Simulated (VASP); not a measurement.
The system is Ge3N.

```
Ge N
1.0
     4.09818    0.00000    0.00000
     0.00000    4.09818    0.00000
     0.00000    0.00000    4.09818
Ge N
3 1
Cartesian
  2.0491 2.0491 0.0000
  2.0491 0.0000 2.0491
  0.0000 2.0491 2.0491
  0.0000 0.0000 0.0000
```

```yaml
Program: VASP 6.6.1
Task: relaxation of cell and atoms
Functional: PBE
Potentials_or_basis: VASP PAW PBE potentials, release 64 (Ge_d, N)
Cutoff: 600 eV
k_mesh: 4 × 4 × 4
Occupations: gaussian, width 0.1 eV
Spin: no spin polarisation
```

At the start: pressure -6.2 GPa; volume 17.21 Å³/atom.

Question: How do energy, volume and symmetry change on relaxing?

Answer: Over 3 steps the energy falls by 30.9 meV/atom and the volume is 15.69 Å³/atom (-8.8 %); space group Pm-3m (No. 221, to 0.05 Å).

Step by step:
| step | energy change (eV) | largest force (eV/Å) | pressure (GPa) | volume (Å³) |
| --- | --- | --- | --- | --- |
| 1 | 0.0000 | 0.0000 | -6.16 | 68.83 |
| 2 | -0.1233 | 0.0000 | 0.42 | 62.45 |
| 3 | -0.1237 | 0.0000 | 0.03 | 62.78 |

Final structure:
```
Ge N
1.0
     3.97435    0.00000    0.00000
     0.00000    3.97435    0.00000
     0.00000    0.00000    3.97435
Ge N
3 1
Direct
  0.50000 0.50000 0.00000
  0.50000 0.00000 0.50000
  0.00000 0.50000 0.50000
  0.00000 0.00000 0.00000
```

Caveat: the k points lie up to 0.40 Å⁻¹ apart in the final cell.
